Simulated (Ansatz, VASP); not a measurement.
Given: the input of a run of VASP 6.6.1 on Yb.

The input INCAR:

```
SYSTEM = Yb
PREC = Accurate
ENCUT = 520
EDIFF = 1E-6
ISMEAR = -1
SIGMA = 0.05
LREAL = .FALSE.
LASPH = .TRUE.
NELM = 150
ALGO = Fast
ISIF = 2
LWAVE = .FALSE.
LCHARG = .TRUE.
ISPIN = 2
MAGMOM = 1
LORBIT = 11
LMAXMIX = 6
GGA = PS
LELF = .TRUE.
LVHAR = .TRUE.
NBANDS = 22
```

Contents of KPOINTS:

```
Automatic mesh
0
G
  9 9 9
  0 0 0
```

The input POSCAR:

```
Yb
1.0
   -2.1514830000      2.1514830000      2.1514830000
    2.1514830000     -2.1514830000      2.1514830000
    2.1514830000      2.1514830000     -2.1514830000
Yb
1
Direct
    0.0000000000      0.0000000000      0.0000000000
```

Potentials or basis: VASP PAW PBE potentials, release 64 (Yb).

The run is started by

```sh
$ cat potpaw_PBE.64/Yb/POTCAR > POTCAR
$ mpirun -np 1 vasp_std > vasp.out
```

Task: Set up the same calculation for Ansatz 0.2.0. Potentials there: all-electron LAPW, scalar-relativistic.

Result: As run (the cutoff follows the program's own potentials):

The input input.yaml:

```yaml
crystal:
  lattice:
    - [-2.151483, 2.151483, 2.151483]
    - [2.151483, -2.151483, 2.151483]
    - [2.151483, 2.151483, -2.151483]
  atoms:
    - { symbol: Yb, position: [0.0, 0.0, 0.0], spin: 1.0 }
kpoints:
  mp_grid: { grid: [9, 9, 9] }
scf:
  occupations: { method: fermi_dirac, width: 0.05 }
hamiltonian:
  xc: pbesol
  pseudopotentials: { kind: all_electron, lapw: { basis_error: 0.001 } }
magnetization:
  spin_polarized: true
output:
  forces: true
  stress: true
  eigenvalues: true
```

Potentials or basis: all-electron LAPW, scalar-relativistic.

Run with:

```bash
$ ansatz run input.yaml --threads 2 --pin off --max-ram 6144MiB --backend cpu --events-out ev --progress --plain --runs-dir out
```

Both were run:

|  | VASP | Ansatz | Ansatz less VASP |
| --- | --- | --- | --- |
| gap on the k mesh at the Fermi level (eV) | none | none | - |
| pressure (GPa) | -3.7 | -3.4 | +0.32 |
| net moment per atom (μB) | 0.00 | 0.00 | -0.001 |

VASP's potentials were made for PBE, not for PBEsol. A gap of «none» marks a metal or a gap that the smearing closes. Ansatz ran all-electron here, and VASP with PAW potentials.

Neither program's run includes spin-orbit coupling. Noted on Ansatz's run: the open f shell may have settled in a state that isn't the lowest.
